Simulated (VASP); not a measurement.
Cd: single point with PBE

The system is Cd.

```
Cd
1.0
    -2.78046    2.78046    1.42153
     2.78046   -2.78046    1.42153
     2.78046    2.78046   -1.42153
Cd
2
Cartesian
  0.0000 -1.3902 -0.3554
  0.0000 1.3902 0.3554
```

This cell differs from its parent crystal: volume scaled by 0.85.

```yaml
Program: VASP 6.6.1
Task: single point
Functional: PBE
Potentials_or_basis: VASP PAW PBE potentials, release 64 (Cd)
Cutoff: 520 eV
k_mesh: 14 × 14 × 14
Occupations: fermi-dirac, width 0.1 eV
Spin: no spin polarisation
Dipole_correction: no
Further_INCAR_settings: ALGO = Normal; EDIFF = 1e-06; NBANDS = 19
```

```json
{"Pressure": "8.6 GPa", "Band gap on the k mesh": "zero (band 12 reaches 6.19 eV, above the bottom of band 13 at 0.19 eV)"}
```

Stress tensor (GPa, compression positive):
```
8.59 0.00 0.00
0.00 8.59 0.00
0.00 0.00 8.74
```

Levels at points of the mesh, in eV from the Fermi level:
```csv
k point,band 10,band 11,band 12,band 13,band 14,band 15
"(0.00, 0.00, 0.00)",-8.33,-7.97,1.19,1.19,3.03,6.14
"(0.50, 0.00, 0.00)",-8.04,-2.03,-1.23,2.13,3.09,4.03
"(0.50, 0.50, 0.00)",-8.41,-5.80,-5.80,4.88,4.88,6.32
"(0.50, 0.50, 0.50)",-8.53,-2.80,-2.80,-2.57,-2.57,12.10
```

Wall time 3.8 min on 1 thread of Oxide Virtual Turin-like Processor, on a shared host, peak memory 0.26 GiB.
